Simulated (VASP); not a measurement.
# Al4CN4 in VASP: further runs

The runs below take Al4CN4 through single point, with PBE.

Everything below comes from runs of VASP 6.6.1. Logs are shortened: lines on timing, memory, paths and dates and some standing lists are left out, and cuts for length are marked.

### 1 The cell of the first run

The cell holds a slab with vacuum, 9 atoms: a = 3.130 Å, b = 5.017 Å, c = 19.062 Å, α = 90.00°, β = 90.00°, γ = 90.00°.

### 2 Single point, PBE, collinear spin

The input, INCAR:

```
SYSTEM = Al4CN4
PREC     = Accurate       ! precision mode
ENCUT    = 520            ! plane-wave cutoff, eV
EDIFF    = 1E-7           ! SCF threshold, eV
ISMEAR   = 0              ! smearing method
SIGMA    = 0.05           ! smearing width, eV
LREAL    = .FALSE.        ! projectors in reciprocal space
LASPH    = .TRUE.         ! aspherical terms in the spheres
NELM     = 150            ! most SCF steps
ALGO     = Normal         ! electronic algorithm
ISIF     = 2              ! what is computed and relaxed
LWAVE    = .FALSE.        ! write WAVECAR
LCHARG   = .FALSE.        ! write CHGCAR
ISPIN    = 2              ! spin polarisation
MAGMOM   = 0 0 0 0 0 0 0 0 2 ! initial moments
LORBIT   = 11             ! projections on sites
LDIPOL   = .TRUE.       
IDIPOL   = 3            
DIPOL    = 0.5 0.5 0.324
GGA      = PE             ! functional
NBANDS   = 32             ! bands
```

The input, KPOINTS:

```
regular mesh
0
G
  9 6 1
  0 0 0
```

The input, POSCAR:

```
Al4CN4
1.0
    3.1297683445      0.0000000000      0.0000000000
    0.0000000000      5.0173032419      0.0000000000
    0.0000000000      0.0000000000     19.0620320396
Al N C
4 4 1
Direct
    0.0000000000      0.9982714950      0.2098412169
    0.5000000000      0.4982714950      0.2572383830
    0.5000000000      0.9915197257      0.3577010219
    0.0000000000      0.4624332462      0.3868097530
    0.0000000000      0.6167285050      0.2098412169
    0.5000000000      0.1167285050      0.2572383830
    0.5000000000      0.6143669392      0.3564124135
    0.0000000000      0.1112303975      0.3967065014
    0.5000000000      0.9445637309      0.4839757027
```

Potentials or basis: VASP PAW PBE potentials, release 64 (Al, N, C).

Launch:

```console
> cat potpaw_PBE.64/Al/POTCAR potpaw_PBE.64/N/POTCAR potpaw_PBE.64/C/POTCAR > POTCAR
> mpirun -np 1 vasp_std > vasp.out
```

OUTCAR:

```text
SYSTEM = Al4CN4
   PREC = Accurate
   ENCUT = 520
   EDIFF = 1E-7
   ISMEAR = 0
   LREAL = .FALSE.
   LASPH = .TRUE.
   NELM = 150
   ISIF = 2
   ISPIN = 2
   LORBIT = 11
   GGA = PE

 ion  position               nearest neighbor table
   1  0.000  0.998  0.210-   6 1.90   6 1.90   5 1.91   2 3.09   2 3.09   2 3.09   2 3.09   3 3.22
                             3 3.22
   2  0.500  0.498  0.257-   5 1.90   5 1.90   6 1.91   7 1.98   4 2.93   4 2.93   1 3.09   1 3.09
                             1 3.09   1 3.09   3 3.13   3 3.18
   3  0.500  0.992  0.358-   8 1.83   8 1.83   7 1.89   6 2.02   9 2.42   4 2.89   4 2.89   2 3.13
                             4 3.13   4 3.13   2 3.18   1 3.22   1 3.22
   4  0.000  0.462  0.387-   8 1.77   7 1.83   7 1.83   3 2.89   3 2.89   2 2.93   2 2.93   3 3.13
                             3 3.13
   5  0.000  0.617  0.210-   2 1.90   2 1.90   1 1.91
   6  0.500  0.117  0.257-   1 1.90   1 1.90   2 1.91   3 2.02
   7  0.500  0.614  0.356-   4 1.83   4 1.83   3 1.89   2 1.98
   8  0.000  0.111  0.397-   4 1.77   3 1.83   3 1.83
   9  0.500  0.945  0.484-   3 2.42

  LATTYP: Found a simple orthorhombic cell.
 ALAT       =     3.1297683445
 B/A-ratio  =     1.6030909287
 C/A-ratio  =     6.0905568532

  Lattice vectors:

 A1 = (   3.1297683445,   0.0000000000,   0.0000000000)
 A2 = (   0.0000000000,   5.0173032419,   0.0000000000)
 A3 = (   0.0000000000,   0.0000000000,  19.0620320396)

Analysis of symmetry for initial positions (statically):
=====================================================================
 Subroutine PRICEL returns:
 Original cell was already a primitive cell.

 Routine SETGRP: Setting up the symmetry group for a
 simple orthorhombic supercell.

 Subroutine GETGRP returns: Found  2 space group operations
 (whereof  2 operations were pure point group operations)
 out of a pool of  8 trial point group operations.

The static configuration has the point symmetry C_1h.

Analysis of symmetry for dynamics (positions and initial velocities):
=====================================================================
 Subroutine PRICEL returns:
 Original cell was already a primitive cell.

 Routine SETGRP: Setting up the symmetry group for a
 simple orthorhombic supercell.

 Subroutine GETGRP returns: Found  2 space group operations
 (whereof  2 operations were pure point group operations)
 out of a pool of  8 trial point group operations.

The dynamic configuration has the point symmetry C_1h.

Analysis of structural, dynamic, and magnetic symmetry:
=====================================================================
 Subroutine PRICEL returns:
 Original cell was already a primitive cell.

 Routine SETGRP: Setting up the symmetry group for a
 simple orthorhombic supercell.

 Subroutine GETGRP returns: Found  2 space group operations
 (whereof  2 operations were pure point group operations)
 out of a pool of  8 trial point group operations.

The overall configuration has the point symmetry C_1h.

 Subroutine INISYM returns: Found  2 space group operations
 (whereof  2 operations are pure point group operations),
 and found     1 'primitive' translations

----------------------------------------------------------------------------------------

                                     Primitive cell

  volume of cell :     299.3310

  direct lattice vectors                    reciprocal lattice vectors
     3.129768344  0.000000000  0.000000000     0.319512465  0.000000000  0.000000000
     0.000000000  5.017303242  0.000000000     0.000000000  0.199310257  0.000000000
     0.000000000  0.000000000 19.062032040     0.000000000  0.000000000  0.052460304

  length of vectors
     3.129768344  5.017303242 19.062032040     0.319512465  0.199310257  0.052460304

  position of ions in fractional coordinates (direct lattice)
     0.000000000  0.998271495  0.209841217
     0.500000000  0.498271495  0.257238383
     0.500000000  0.991519726  0.357701022
     0.000000000  0.462433246  0.386809753
     0.000000000  0.616728505  0.209841217
     0.500000000  0.116728505  0.257238383
     0.500000000  0.614366939  0.356412414
     0.000000000  0.111230398  0.396706501
[... 75 lines left out ...]
   LNONCOLLINEAR =      F non collinear calculations
   LSORBIT =      F    spin-orbit coupling
   LASPH  =      T    aspherical Exc in radial PAW
   ENCUT  =  520.0 eV  38.22 Ry    6.18 a.u.   5.82  9.33 35.44*2*pi/ulx,y,z
   NELM   =    150;   NELMIN=  2; NELMDL= -5     # of ELM steps
   EDIFF  = 0.1E-06   stopping-criterion for ELM
   LREAL  =      F    real-space projection
   EDIFFG = 0.1E-05   stopping-criterion for IOM
   NSW    =      0    number of steps for IOM
   IBRION =     -1    ionic relax: 0-MD 1-quasi-New 2-CG
   NFREE  =      0    steps in history (QN), initial steepest desc. (CG)
   ISIF   =      2    stress and relaxation
   ISYM   =      2    0-nonsym 1-usesym 2-fastsym
   POTIM  = 0.5000    time-step for ionic-motion
   TEBEG  =    0.0;   TEEND  =   0.0 temperature during run
   PSTRESS=    0.0 pullay stress
   NELECT =      36.0000    total number of electrons
   NUPDOWN=      -1.0000    fix difference up-down
   EMIN   =  10.00;   EMAX   =-10.00  energy-range for DOS
   EFERMI =   0.00;   METHOD = LEGACY
   ISMEAR =     0;   SIGMA  =   0.05  broadening in eV -4-tet -1-fermi 0-gaus
   EFERMI_NEDOS =   21; number of points for ismear=-14 and -15
   IALGO  =     38    algorithm
   IMIX   =      4    mixing-type and parameters
     AMIX     =   0.40;   BMIX     =  1.00
     AMIX_MAG =   1.60;   BMIX_MAG =  1.00
  volume/ion in A,a.u.               =      33.26       224.44
  Fermi-wavevector in a.u.,A,eV,Ry     =   0.808088  1.527064  8.884679  0.653005
  Thomas-Fermi vector in A             =   1.916828
   LORBIT       =     11    0 simple, 1 ext, 2 COOP (PROOUT), +10 PAW based schemes
   GGA     = PE    functional components
   LHFCALC =     F    Hartree Fock is set to
   AEXX    =    0.0000 exact exchange contribution
   IVDW    =     0    specifies the selected vdW correction
   LEPSILON=     F    determine dielectric tensor
   LRPA    =     F    only Hartree local field effects (RPA)
 spin polarized calculation
 Gauss-broadening in eV      SIGMA  =   0.05
  energy-cutoff  :      520.00
  volume of cell :      299.33
 maximum number of plane-waves:      8106
 NGX is ok and might be reduce to    24
   NGX = 11   NGY = 19   NGZ = 71

 dipolmoment           0.000000      0.000000     -0.009056 electrons x Angstroem

 number of electron      35.9999998 magnetization       1.9958541

 dipolmoment           0.000000      0.000000      0.152944 electrons x Angstroem

 Free energy of the ion-electron system (eV)
  ---------------------------------------------------
  ext. energy  EPLUGINS =         0.00000000
  ---------------------------------------------------
  free energy    TOTEN  =       -57.20663865 eV

  energy without entropy =      -57.20339788  energy(sigma->0) =      -57.20501826

 E-fermi :  -0.6074     XC(G=0):  -4.3981

 val. band max:       -0.6336826899   @ k =   0.1111   0.3333   0.0000
 cond. band min:      -0.5971380398   @ k =   0.1111   0.5000   0.0000
 fundamental gap:      0.0365446502
 Fermi energy:        -0.6073752484

 spin component 1

 k-point     1 :       0.0000    0.0000    0.0000
  band No.  band energies     occupation
      1     -17.5702      1.00000
      2     -16.2786      1.00000
      3     -15.6577      1.00000
      4     -14.2675      1.00000
      5     -10.5411      1.00000
      6      -8.1535      1.00000
[... 649 lines left out ...]
     29       6.7838      0.00000
     30       6.8140      0.00000
 Fermi energy:        -0.6073752484

 spin component 2

 k-point     1 :       0.0000    0.0000    0.0000
  band No.  band energies     occupation
      1     -17.5083      1.00000
      2     -16.2521      1.00000
      3     -15.5708      1.00000
      4     -14.2535      1.00000
      5      -8.8430      1.00000
      6      -7.9257      1.00000
[... 649 lines left out ...]
     29       6.8908      0.00000
     30       7.0574      0.00000
 [bands above 30 left out]

------------------------ aborting loop because EDIFF is reached ----------------------------------------

 vacuum level on the upper side and lower side of the slab       (xc-potential included)         0.838        -0.867

  FORCE on cell =-STRESS in cart. coord.  units (eV):
  Direction    XX          YY          ZZ          XY          YZ          ZX
  --------------------------------------------------------------------------------------
  -------------------------------------------------------------------------------------
  Total        1.1310785     -0.9960464     -2.6155232      0.0000000      1.3830620      0.0000000
  in kB        6.0541278     -5.3313648    -13.9996580      0.0000000      7.4028762      0.0000000
  external PRESSURE =      -4.4256317 kB  Pullay stress =       0.0000000 kB

 VOLUME and BASIS-vectors are now :
 -----------------------------------------------------------------------------
  energy-cutoff  :      520.00
  volume of cell :      299.33
      direct lattice vectors                 reciprocal lattice vectors
     3.129768344  0.000000000  0.000000000     0.319512465  0.000000000  0.000000000
     0.000000000  5.017303242  0.000000000     0.000000000  0.199310257  0.000000000
     0.000000000  0.000000000 19.062032040     0.000000000  0.000000000  0.052460304

 POSITION                                       TOTAL-FORCE (eV/Angst)
 -----------------------------------------------------------------------------------
      0.00000      5.00863      4.00000         0.000000     -1.661652      1.997968
      1.56488      2.49998      4.90349         0.000000      0.876370     -2.048492
      1.56488      4.97476      6.81851         0.000000     -0.738061     -0.223989
      0.00000      2.32017      7.37338         0.000000      1.078623      0.666920
      0.00000      3.09431      4.00000         0.000000      0.682227      0.863757
      1.56488      0.58566      4.90349         0.000000      0.140214     -0.651751
      1.56488      3.08247      6.79394         0.000000     -0.401957     -0.521833
      0.00000      0.55808      7.56203         0.000000      0.057676     -0.084817
      1.56488      4.73916      9.22556         0.000000     -0.033441      0.002237
 -----------------------------------------------------------------------------------
    total drift:                                0.000000     -0.000683      0.000120

  FREE ENERGIE OF THE ION-ELECTRON SYSTEM (eV)
  ---------------------------------------------------
  free  energy   TOTEN  =       -57.2066386467 eV

  energy  without entropy=      -57.2033978807  energy(sigma->0) =      -57.20501826

 vacuum level on the upper side and lower side of the slab         4.752         2.980

 total charge

# of ion       s       p       d       tot
------------------------------------------
    1        0.387   0.366   0.000   0.753
    2        0.367   0.421   0.000   0.789
    3        0.367   0.439   0.000   0.806
    4        0.397   0.437   0.000   0.835
    5        1.235   2.482   0.000   3.717
    6        1.235   2.568   0.000   3.802
    7        1.233   2.631   0.000   3.865
    8        1.250   2.558   0.000   3.808
    9        1.044   0.980   0.000   2.024
--------------------------------------------------
tot          7.516  12.881   0.000  20.397

 magnetization (x)

# of ion       s       p       d       tot
------------------------------------------
    1        0.005   0.005   0.000   0.010
    2        0.001   0.003   0.000   0.004
    3        0.003   0.006   0.000   0.010
    4        0.001   0.004   0.000   0.005
    5        0.001   0.006   0.000   0.007
    6        0.003  -0.000   0.000   0.003
    7        0.006   0.029   0.000   0.035
    8        0.012   0.018   0.000   0.029
    9        0.036   0.825   0.000   0.862
--------------------------------------------------
tot          0.069   0.896   0.000   0.965
```

Wall time 8.4 min (1 thread of Intel Xeon Platinum 8488C (Sapphire Rapids), shared host); peak memory 0.65 GiB.

Results:

* Free energy: -57.2066 eV
* Largest force: 2.599 eV/Å
* Band gap on the k mesh: zero (filled and empty bands touch)
* Net moment: 2.00 μB per cell
* Site moments: Al +0.01, +0.00 (each value once); N +0.01, +0.00, +0.04, +0.03; C +0.86 μB
* Valence electrons inside the program's atomic spheres: Al 0.75, 0.79, 0.81, 0.83; N 3.72, 3.80, 3.87, 3.81; C 2.02

Forces on the atoms (eV/Å):
```
Al   0.000 -1.662  1.998
Al   0.000  0.876 -2.048
Al   0.000 -0.738 -0.224
Al   0.000  1.079  0.667
N    0.000  0.682  0.864
N    0.000  0.140 -0.652
N    0.000 -0.402 -0.522
N    0.000  0.058 -0.085
C    0.000 -0.033  0.002
```

Levels at points of the mesh, in eV from the Fermi level:
Spin up:
| k point | band 15 | band 16 | band 17 | band 18 | band 19 | band 20 | band 21 | band 22 | band 23 | band 24 |
| --- | --- | --- | --- | --- | --- | --- | --- | --- | --- | --- |
| (0.00, 0.00, 0.00) | -2.60 | -1.74 | -1.50 | -1.07 | -0.35 | 0.31 | 1.04 | 1.93 | 3.48 | 3.84 |
| (0.00, 0.50, 0.00) | -2.87 | -1.97 | -1.71 | -1.22 | -0.06 | 0.53 | 1.05 | 2.84 | 3.60 | 4.10 |
Spin down:
```tsv
k point	band 13	band 14	band 15	band 16	band 17	band 18	band 19	band 20	band 21	band 22
(0.00, 0.00, 0.00)	-3.02	-2.60	-2.44	-1.64	-1.49	0.04	1.23	1.33	2.33	2.89
(0.00, 0.50, 0.00)	-3.37	-3.03	-2.53	-1.90	-1.70	0.47	0.77	1.55	2.90	3.59
```

### 3 Single point, PBE, collinear spin

The input, INCAR:

```
SYSTEM = Al4CN4
PREC = Accurate
ENCUT = 520
EDIFF = 1E-6
ISMEAR = 0
SIGMA = 0.05
LREAL = .FALSE.
LASPH = .TRUE.
NELM = 150
ALGO = Normal
ISIF = 2
LWAVE = .FALSE.
LCHARG = .TRUE.
ISPIN = 2
MAGMOM = 0 0 0 0 0 0 0 0 2
LORBIT = 11
LDIPOL = .TRUE.
IDIPOL = 3
DIPOL = 0.5 0.5 0.321
GGA = PE
LELF = .TRUE.
LVHAR = .TRUE.
LVACPOTAV = .TRUE.
NBANDS = 32
```

The input, KPOINTS:

```
Automatic mesh
0
G
  9 6 1
  0 0 0
```

Changes to POSCAR since step 2:

```diff
@@ -16,2 +16,2 @@
     0.0000000000      0.1112303975      0.3967065014
-    0.5000000000      0.9445637309      0.4839757027
+    0.5000000000      0.1112303975      0.4602714306
```

Potentials or basis: VASP PAW PBE potentials, release 64 (Al, N, C).

Launch:

```console
> cat potpaw_PBE.64/Al/POTCAR potpaw_PBE.64/N/POTCAR potpaw_PBE.64/C/POTCAR > POTCAR
> mpirun -np 1 vasp_std > vasp.out
```

It took 13 min on 1 thread of Intel Xeon Platinum 8259CL at 2.50GHz (Skylake/Cascade Lake), shared host; peak memory 0.65 GiB.

Results (log left out):

| Property | Result |
| --- | --- |
| Free energy | -57.3678 eV |
| Largest force | 2.674 eV/Å |
| Net moment | 0.70 μB per cell |
| Site moments | Al -0.00, +0.00, +0.01 (each value once); N +0.00, -0.00, +0.02, +0.05; C +0.28 μB |
| Valence electrons inside the program's atomic spheres | Al 0.75, 0.79, 0.82 (each value once); N 3.72, 3.80, 3.86, 3.81; C 2.10 |

Forces in eV/Å, atoms in the order of the input:
```
Al   0.000 -1.681  1.762
Al   0.000  0.984 -2.120
Al   0.000 -1.986 -1.791
Al   0.000  1.270  1.352
N    0.000  0.632  0.947
N    0.000  0.196 -0.192
N    0.000  0.019 -0.588
N    0.000 -0.111  0.611
C    0.000  0.676  0.018
```

Levels at points of the mesh, in eV from the Fermi level:
Spin up:
| k point | band 16 | band 17 | band 18 | band 19 | band 20 | band 21 |
| --- | --- | --- | --- | --- | --- | --- |
| (0.00, 0.00, 0.00) | -1.92 | -1.75 | -0.88 | -0.47 | -0.03 | 1.74 |
| (0.00, 0.50, 0.00) | -2.19 | -1.95 | -0.76 | -0.61 | 0.31 | 2.55 |
Spin down:
| k point | band 15 | band 16 | band 17 | band 18 | band 19 | band 20 | band 21 | band 22 |
| --- | --- | --- | --- | --- | --- | --- | --- | --- |
| (0.00, 0.00, 0.00) | -2.37 | -1.91 | -1.75 | -0.60 | -0.04 | 0.60 | 1.83 | 2.82 |
| (0.00, 0.50, 0.00) | -2.22 | -2.08 | -1.95 | -0.45 | 0.20 | 0.34 | 2.80 | 2.84 |

Caveat: a moment this small can come from the mesh or the smearing.

### 4 Single point, PBE, collinear spin

The input, INCAR:

```
SYSTEM = Al4CN4
ALGO = Normal ; DIPOL = 0.5 0.5 0.323
EDIFF = 1E-6 ; ENCUT = 520
GGA = PE ; IDIPOL = 3
ISIF = 2 ; ISMEAR = 0
ISPIN = 2 ; LASPH = .True.
LCHARG = .True. ; LDIPOL = .True.
LELF = .True. ; LORBIT = 11
LREAL = .False. ; LVACPOTAV = .True.
LVHAR = .True. ; LWAVE = .False.
MAGMOM = 0 0 0 0 0 0 0 0 2 ; NBANDS = 32
NELM = 150 ; PREC = Accurate
SIGMA = 0.05
```

The input, KPOINTS:

```
k-points
0
Gamma
  9 6 1
  0 0 0
```

Changes to POSCAR since step 3:

```diff
@@ -16,2 +16,2 @@
     0.0000000000      0.1112303975      0.3967065014
-    0.5000000000      0.1112303975      0.4602714306
+    0.5000000000      0.2778970642      0.4774669392
```

Launch:

```console
> cat potpaw_PBE.64/Al/POTCAR potpaw_PBE.64/N/POTCAR potpaw_PBE.64/C/POTCAR > POTCAR
> mpirun -np 1 vasp_std > vasp.out
```

Run time: 6 min. Hardware: 1 thread of Intel Xeon 6975P-C (Granite Rapids), shared host; peak memory 0.64 GiB.

Results (log left out):

```
Free energy                                           : -57.4915 eV
Largest force                                         : 2.667 eV/Å
Band gap on the k mesh                                : 0.14 eV (least direct gap 0.27 eV)
Net moment                                            : 2.00 μB per cell
Site moments                                          : Al +0.01, +0.00 (each value once); N +0.01, +0.00, +0.06, +0.09; C +0.82 μB
Valence electrons inside the program's atomic spheres : Al 0.75, 0.79, 0.80, 0.83; N 3.72, 3.80, 3.87, 3.81; C 2.04
```

Forces on the atoms (eV/Å):
```
Al   0.000 -1.689  2.064
Al   0.000  1.016 -1.926
Al   0.000 -0.852 -0.517
Al   0.000  1.007  1.765
N    0.000  0.692  0.775
N    0.000  0.174 -0.660
N    0.000  0.252 -1.019
N    0.000 -0.829 -0.498
C    0.000  0.229  0.016
```

Levels at points of the mesh, in eV from the valence-band top:
Spin up:
| k point | band 17 | band 18 | band 19 | band 20 | band 21 | band 22 |
| --- | --- | --- | --- | --- | --- | --- |
| (0.00, 0.00, 0.00) | -1.41 | -1.16 | -0.30 | 0.43 | 0.65 | 2.80 |
| (0.00, 0.50, 0.00) | -1.62 | -1.25 | 0.00 | 0.62 | 0.67 | 3.49 |
Spin down:
```tsv
k point	band 14	band 15	band 16	band 17	band 18	band 19	band 20	band 21
(0.00, 0.00, 0.00)	-2.55	-2.41	-1.55	-1.40	0.14	0.86	1.30	2.51
(0.00, 0.50, 0.00)	-3.00	-2.28	-1.83	-1.61	0.41	0.77	1.47	2.53
```

### 5 The runs side by side

| cell | gap on the mesh (eV) | moment (μB) | largest force (eV/Å) |
| --- | --- | --- | --- |
| as given, atomic positions A | none | 2.00 | 2.60 |
| as given, atomic positions B | none | 0.70 | 2.67 |
| as given, atomic positions C | 0.14 | 2.00 | 2.67 |

Alike in all rows: task single point; level PBE; potentials or basis VASP PAW PBE potentials, release 64 (Al, N, C); spin collinear; k mesh 9 × 6 × 1; cutoff (eV) 520; smearing gaussian 0.05 eV.

Caveats: a moment this small can come from the mesh or the smearing (at least some runs).

Total energies depend on the potentials used, so only differences within one code and one set of settings carry meaning.

The gap in the log of VASP goes by the Fermi energy; the results here count the filled bands.